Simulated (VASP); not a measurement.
A run of VASP 6.6.1 is set up as follows.

The input POSCAR:

```
W
1.0
    2.7729787863      0.0000000000      0.0000000000
   -1.3864893931      2.4014700731      0.0000000000
    0.0000000000      0.0000000000      7.3299495356
W
3
Direct
    0.0000000000      0.0000000000      0.0000000000
    0.3333333333      0.6666666667      0.3333333333
    0.6666666667      0.3333333333      0.6666666667
```

File INCAR.step1:

```
PREC = Accurate
ENCUT = 520
ISMEAR = 0
SIGMA = 0.1
LREAL = F
LASPH = T
NELM = 80
NBANDS = 28
GGA = PE
ALGO = Normal
EDIFF = 1E-4
LWAVE = T
LCHARG = F
```

INCAR.step2

```
PREC = Accurate
ENCUT = 520
EDIFF = 1E-6
ISMEAR = 0
SIGMA = 0.1
LREAL = F
LASPH = T
NELM = 80
ALGO = Normal
ISIF = 2
LWAVE = F
LCHARG = F
METAGGA = R2SCAN
LMIXTAU = T
NBANDS = 28
ISTART = 1
```

KPOINTS

```
Automatic mesh
0
Gamma
  18 18 7
```

Potentials or basis: VASP PAW PBE potentials, release 64 (W_sv).

Command:

```sh
$ cat potpaw_PBE.64/W_sv/POTCAR > POTCAR
$ cp INCAR.step1 INCAR
$ mpirun -np 1 vasp_std > vasp.out
$ cp INCAR.step2 INCAR
$ mpirun -np 1 vasp_std > vasp.out
```

Question: What does it give for the pressure?

Answer: 1.1 GPa.

Question: Predict the band gap on the k mesh.

Answer: Zero (bands 21 and 22 overlap by 1.41 eV).

Caveat: the PAW data sets were made with another functional, which shifts forces and pressure a little; spin-orbit coupling is left out, which moves the levels of the heavy elements.
